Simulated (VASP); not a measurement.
# Mg32O31 (a cell with a defect) in VASP: notebook, part 2 of 2

VASP 6.6.1.

**3. Single point, PBE+D3(BJ)**

Input file INCAR:

```
PREC = Accurate
ENCUT = 520
EDIFF = 1E-6
ISMEAR = 0
SIGMA = 0.05
LREAL = Auto
LASPH = True
NELM = 100
ALGO = Normal
ISIF = 2
LWAVE = False
LCHARG = False
GGA = PE
IVDW = 12
NBANDS = 162
```

Input file KPOINTS:

```
Automatic mesh
0
Gamma
  1 1 1
```

Input file POSCAR:

```
Mg32O31
1.0
    8.8332000000      0.0000000000      0.0000000000
    0.0000000000      8.8332000000      0.0000000000
    0.0000000000      0.0000000000      8.8332000000
Mg O
32 31
Direct
    0.5000056071     -0.0000056071     -0.0000056071
    0.7500000000      0.2500000000     -0.0023220371
    0.7500000000     -0.0023220371      0.2500000000
   -0.0000056071     -0.0000056071     -0.0000056071
    0.2500000000      0.2500000000     -0.0096644953
    0.5000056071      0.5000056071     -0.0000056071
    0.7500000000      0.7500000000     -0.0006617849
    0.2500000000     -0.0096644953      0.2500000000
    0.5096644953      0.2500000000      0.2500000000
    0.7500000000      0.5023220371      0.2500000000
    0.5000056071     -0.0000056071      0.5000056071
    0.7500000000      0.2500000000      0.5023220371
    0.7500000000     -0.0006617849      0.7500000000
   -0.0000056071      0.5000056071     -0.0000056071
    0.2500000000      0.7500000000     -0.0023220371
   -0.0096644953      0.2500000000      0.2500000000
    0.2500000000      0.5096644953      0.2500000000
    0.5023220371      0.7500000000      0.2500000000
   -0.0000056071     -0.0000056071      0.5000056071
    0.2500000000      0.2500000000      0.5096644953
    0.5000056071      0.5000056071      0.5000056071
    0.7500000000      0.7500000000      0.5006617849
    0.2500000000     -0.0023220371      0.7500000000
    0.5023220371      0.2500000000      0.7500000000
    0.7500000000      0.5006617849      0.7500000000
   -0.0023220371      0.7500000000      0.2500000000
   -0.0000056071      0.5000056071      0.5000056071
    0.2500000000      0.7500000000      0.5023220371
   -0.0023220371      0.2500000000      0.7500000000
    0.2500000000      0.5023220371      0.7500000000
    0.5006617849      0.7500000000      0.7500000000
   -0.0006617849      0.7500000000      0.7500000000
    0.7500000000      0.2500000000      0.2500000000
   -0.0006084938      0.5006084938      0.2500000000
   -0.0006084938      0.2500000000      0.5006084938
    0.5006084938      0.5006084938      0.2500000000
    0.7500000000      0.7500000000      0.2500000000
   -0.0006084938     -0.0006084938      0.2500000000
    0.5006084938      0.2500000000      0.5006084938
    0.7500000000      0.5000629571      0.5000629571
   -0.0000629571      0.7500000000      0.5000629571
    0.7500000000      0.2500000000      0.7500000000
   -0.0000629571      0.5000629571      0.7500000000
   -0.0006084938      0.2500000000     -0.0006084938
    0.2500000000      0.7500000000      0.2500000000
    0.5006084938     -0.0006084938      0.2500000000
    0.2500000000      0.5006084938      0.5006084938
    0.5000629571      0.7500000000      0.5000629571
    0.7500000000     -0.0000629571      0.5000629571
    0.2500000000      0.2500000000      0.7500000000
    0.5000629571      0.5000629571      0.7500000000
    0.7500000000      0.7500000000      0.7500000000
   -0.0000629571     -0.0000629571      0.7500000000
    0.5006084938      0.2500000000     -0.0006084938
    0.7500000000      0.5000629571     -0.0000629571
   -0.0000629571      0.7500000000     -0.0000629571
    0.2500000000     -0.0006084938      0.5006084938
    0.2500000000      0.7500000000      0.7500000000
    0.5000629571     -0.0000629571      0.7500000000
    0.2500000000      0.5006084938     -0.0006084938
    0.5000629571      0.7500000000     -0.0000629571
    0.7500000000     -0.0000629571     -0.0000629571
    0.2500000000     -0.0006084938     -0.0006084938
```

Potentials or basis: VASP PAW PBE potentials, release 64 (Mg, O).

Run with:

```bash
$ cat potpaw_PBE.64/Mg/POTCAR potpaw_PBE.64/O/POTCAR > POTCAR
$ mpirun -np 1 vasp_gam > vasp.out
```

OUTCAR:

```text
PREC = Accurate
   ENCUT = 520
   EDIFF = 1E-6
   ISMEAR = 0
   LREAL = Auto
   LASPH = True
   NELM = 100
   ISIF = 2
   GGA = PE
   IVDW = 12
 IVDW          = 12

 ion  position               nearest neighbor table
   1  0.500  1.000  1.000-  59 2.21  61 2.21  62 2.21  54 2.21  46 2.21  63 2.21   7 3.12  13 3.12
                            31 3.12   3 3.12  15 3.12  18 3.12  23 3.12  24 3.12   2 3.12   5 3.12
   2  0.750  0.250  0.998-  42 2.19  44 2.20  54 2.20  55 2.21  62 2.21  33 2.23   9 3.08  16 3.08
                            24 3.09  29 3.09  25 3.11  13 3.11   4 3.12  14 3.12   6 3.12   1 3.12
   3  0.750  0.998  0.250-  37 2.19  38 2.20  46 2.20  49 2.21  62 2.21  33 2.23   9 3.08  16 3.08
                            18 3.09  26 3.09  22 3.11   7 3.11  11 3.12   1 3.12   4 3.12  19 3.12
   4  1.000  1.000  1.000-  53 2.21  56 2.21  62 2.21  44 2.21  38 2.21  63 2.21   7 3.12  13 3.12
                            32 3.12   3 3.12  15 3.12  23 3.12  26 3.12  29 3.12   2 3.12   8 3.12
   5  0.250  0.250  0.990-  50 2.12  44 2.22  54 2.22  60 2.22  63 2.22  24 3.08  29 3.08  30 3.08
                            23 3.08   4 3.12   6 3.12  14 3.12   1 3.12   8 3.24  16 3.24  17 3.24
   6  0.500  0.500  1.000-  51 2.21  55 2.21  61 2.21  36 2.21  60 2.21  54 2.21   7 3.12  25 3.12
                            31 3.12  15 3.12  18 3.12  24 3.12   2 3.12  30 3.12  10 3.12  17 3.12
   7  0.750  0.750  0.999-  52 2.20  55 2.21  56 2.21  61 2.21  62 2.21  37 2.21  18 3.11  26 3.11
[... 515 lines left out ...]
------------------------ aborting loop because EDIFF is reached ----------------------------------------

 Edisp (eV)  -15.98187

 E8    (eV) :    -6.2755

  FORCE on cell =-STRESS in cart. coord.  units (eV):
  Direction    XX          YY          ZZ          XY          YZ          ZX
  --------------------------------------------------------------------------------------
  -------------------------------------------------------------------------------------
  Total     -70.20630   -70.20630   -70.20630     0.00000    -0.00000     0.00000
  in kB    -163.20464  -163.20464  -163.20464     0.00000    -0.00000     0.00000
  external pressure =     -163.20 kB  Pullay stress =        0.00 kB

 VOLUME and BASIS-vectors are now :
 -----------------------------------------------------------------------------
  energy-cutoff  :      520.00
  volume of cell :      689.21
      direct lattice vectors                 reciprocal lattice vectors
     8.833200000  0.000000000  0.000000000     0.113209256  0.000000000  0.000000000
     0.000000000  8.833200000  0.000000000     0.000000000  0.113209256  0.000000000
     0.000000000  0.000000000  8.833200000     0.000000000  0.000000000  0.113209256

 POSITION                                       TOTAL-FORCE (eV/Angst)
 -----------------------------------------------------------------------------------
      4.41665      8.83315      8.83315         0.013044     -0.013044     -0.013044
      6.62490      2.20830      8.81269        -0.000000     -0.000000     -0.018732
      6.62490      8.81269      2.20830        -0.000000     -0.018732     -0.000000
      8.83315      8.83315      8.83315        -0.013044     -0.013044     -0.013044
      2.20830      2.20830      8.74783        -0.000000     -0.000000      0.007164
      4.41665      4.41665      8.83315         0.013044      0.013044     -0.013044
[... 55 lines left out ...]
      6.62490      8.83264      8.83264        -0.000000      0.012333      0.012333
      2.20830      8.82783      8.82783        -0.000000      0.019150      0.019150
 -----------------------------------------------------------------------------------
    total drift:                                0.000000      0.000000     -0.000000

  FREE ENERGIE OF THE ION-ELECTRON SYSTEM (eV)
  ---------------------------------------------------
  free  energy   TOTEN  =      -382.3041275609 eV

  energy  without entropy=     -382.3041275609  energy(sigma->0) =     -382.30412756
```

OSZICAR:

```text
N       E                     dE             d eps       ncg     rms          rms(c)
DAV:   1     0.233954002698E+04    0.23395E+04   -0.13461E+05   332   0.148E+03
DAV:   2    -0.116060908472E+03   -0.24556E+04   -0.23476E+04   496   0.328E+02
DAV:   3    -0.409839610870E+03   -0.29378E+03   -0.29139E+03   384   0.119E+02
DAV:   4    -0.416392592702E+03   -0.65530E+01   -0.65416E+01   376   0.188E+01
DAV:   5    -0.416472520535E+03   -0.79928E-01   -0.79906E-01   384   0.206E+00    0.402E+01
DAV:   6    -0.367245089360E+03    0.49227E+02   -0.26666E+02   358   0.353E+01    0.142E+01
DAV:   7    -0.366618022851E+03    0.62707E+00   -0.49481E+00   344   0.622E+00    0.804E+00
DAV:   8    -0.366349479228E+03    0.26854E+00   -0.14767E+00   352   0.456E+00    0.144E+00
DAV:   9    -0.366317683888E+03    0.31795E-01   -0.18065E-01   368   0.107E+00    0.380E-01
DAV:  10    -0.366322050681E+03   -0.43668E-02   -0.12163E-02   368   0.301E-01    0.135E-01
DAV:  11    -0.366322163686E+03   -0.11300E-03   -0.21754E-03   360   0.135E-01    0.734E-02
DAV:  12    -0.366322237985E+03   -0.74299E-04   -0.86745E-04   360   0.748E-02    0.215E-02
DAV:  13    -0.366322255054E+03   -0.17069E-04   -0.42477E-05   368   0.234E-02    0.144E-02
DAV:  14    -0.366322253910E+03    0.11436E-05   -0.36430E-05   368   0.151E-02    0.522E-03
DAV:  15    -0.366322253330E+03    0.58034E-06   -0.31256E-06   304   0.561E-03
   1 F= -.38230413E+03 E0= -.38230413E+03  d E =-.664657E-17
```

stdout:

```text
POSCAR found type information on POSCAR MgO
 POSCAR found :  2 types and      63 ions
 scaLAPACK will be used
 LDA part: xc-table for (Slater+PW92), standard interpolation
 POSCAR, INCAR and KPOINTS ok, starting setup
 FFT: planning ... GRIDC
 FFT: planning ... GRID_SOFT
 FFT: planning ... GRID
 WAVECAR not read
 entering main loop
```

Wall time 7 min (1 thread of Intel Xeon 8259CL, shared host); peak memory 0.7 GiB.

Results:

| Quantity | Value |
| --- | --- |
| Free energy | -382.3041 eV |
| Pressure | -16.3 GPa |
| Largest force | 0.027 eV/Å |
| Band gap on the k mesh | 2.10 eV |
| Dispersion energy per atom | -0.254 eV |

Forces on the atoms (eV/Å):
```
Mg   0.013 -0.013 -0.013
Mg   0.000  0.000 -0.019
Mg   0.000 -0.019  0.000
Mg  -0.013 -0.013 -0.013
Mg   0.000  0.000  0.007
Mg   0.013  0.013 -0.013
Mg   0.000  0.000 -0.010
Mg   0.000  0.007  0.000
Mg  -0.007  0.000  0.000
Mg   0.000  0.019  0.000
Mg   0.013 -0.013  0.013
Mg   0.000  0.000  0.019
Mg   0.000 -0.010  0.000
Mg  -0.013  0.013 -0.013
Mg   0.000  0.000 -0.019
Mg   0.007  0.000  0.000
Mg   0.000 -0.007  0.000
Mg   0.019  0.000  0.000
Mg  -0.013 -0.013  0.013
Mg   0.000  0.000 -0.007
Mg   0.013  0.013  0.013
Mg   0.000  0.000  0.010
Mg   0.000 -0.019  0.000
Mg   0.019  0.000  0.000
Mg   0.000  0.010  0.000
Mg  -0.019  0.000  0.000
Mg  -0.013  0.013  0.013
Mg   0.000  0.000  0.019
Mg  -0.019  0.000  0.000
Mg   0.000  0.019  0.000
Mg   0.010  0.000  0.000
Mg  -0.010  0.000  0.000
O    0.000  0.000  0.000
O    0.019 -0.019  0.000
O    0.019  0.000 -0.019
O   -0.019 -0.019  0.000
O    0.000  0.000  0.000
O    0.019  0.019  0.000
O   -0.019  0.000 -0.019
O    0.000 -0.012 -0.012
O    0.012  0.000 -0.012
O    0.000  0.000  0.000
O    0.012 -0.012  0.000
O    0.019  0.000  0.019
O    0.000  0.000  0.000
O   -0.019  0.019  0.000
O    0.000 -0.019 -0.019
O   -0.012  0.000 -0.012
O    0.000  0.012 -0.012
O    0.000  0.000  0.000
O   -0.012 -0.012  0.000
O    0.000  0.000  0.000
O    0.012  0.012  0.000
O   -0.019  0.000  0.019
O    0.000 -0.012  0.012
O    0.012  0.000  0.012
O    0.000  0.019 -0.019
O    0.000  0.000  0.000
O   -0.012  0.012  0.000
O    0.000 -0.019  0.019
O   -0.012  0.000  0.012
O    0.000  0.012  0.012
O    0.000  0.019  0.019
```

Levels at points of the mesh, in eV from the valence-band top:
```tsv
k point	band 121	band 122	band 123	band 124	band 125	band 126	band 127	band 128	band 129	band 130
(0.00, 0.00, 0.00)	-2.53	-2.08	-2.08	-2.08	0.00	2.10	3.82	3.82	3.82	4.66
```

Caveat: the k points lie up to 0.71 Å⁻¹ apart.
